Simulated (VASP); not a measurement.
C3N4:

```
C N
1.0
     3.45676    0.00000    0.00000
     0.00000    3.45676    0.00000
     0.00000    0.00000    3.45676
C N
3 4
Direct
  0.00000 0.00000 0.50000
  0.50000 0.00000 0.00000
  0.00000 0.50000 0.00000
  0.24569 0.24569 0.75431
  0.75431 0.75431 0.75431
  0.24569 0.75431 0.24569
  0.75431 0.24569 0.24569
```

```yaml
Program: VASP 6.6.1
Task: relaxation of volume and atoms at fixed shape
Functional: PBEsol
Potentials_or_basis: VASP PAW PBE potentials, release 64 (C, N)
Cutoff: 600 eV
k_mesh: 7 × 7 × 7
Occupations: fermi-dirac, width 0.05 eV
Spin: no spin polarisation
```

At the start: pressure -8.7 GPa; volume 5.90 Å³/atom.

Task: Where does the relaxation end?

Result: Over 5 steps the energy falls by 3.5 meV/atom and the volume is 5.77 Å³/atom (-2.2 %); space group P-43m (No. 215, to 0.05 Å).

Step by step:
```tsv
step	energy change (eV)	largest force (eV/Å)	pressure (GPa)	volume (Å³)
1	0.0000	0.0475	-8.72	41.31
2	0.0146	0.4089	11.74	39.42
3	-0.0237	0.1436	-0.17	40.46
4	-0.0239	0.1290	0.05	40.37
5	-0.0246	0.0012	-0.06	40.41
```

Final structure:
```cif
data_structure
_symmetry_space_group_name_H-M 'P 1'
_symmetry_Int_Tables_number 1
_cell_length_a 3.4317
_cell_length_b 3.4317
_cell_length_c 3.4317
_cell_angle_alpha 90.000
_cell_angle_beta 90.000
_cell_angle_gamma 90.000
_cell_volume 40.41
loop_
_atom_site_label
_atom_site_type_symbol
_atom_site_fract_x
_atom_site_fract_y
_atom_site_fract_z
_atom_site_occupancy
C1 C 0.00000 0.00000 0.50000 1
C2 C 0.50000 0.00000 0.00000 1
C3 C 0.00000 0.50000 0.00000 1
N1 N 0.24606 0.24606 0.75394 1
N2 N 0.75394 0.75394 0.75394 1
N3 N 0.24606 0.75394 0.24606 1
N4 N 0.75394 0.24606 0.24606 1
```

Caveat: the PAW data sets were made with another functional, which shifts forces and pressure a little.
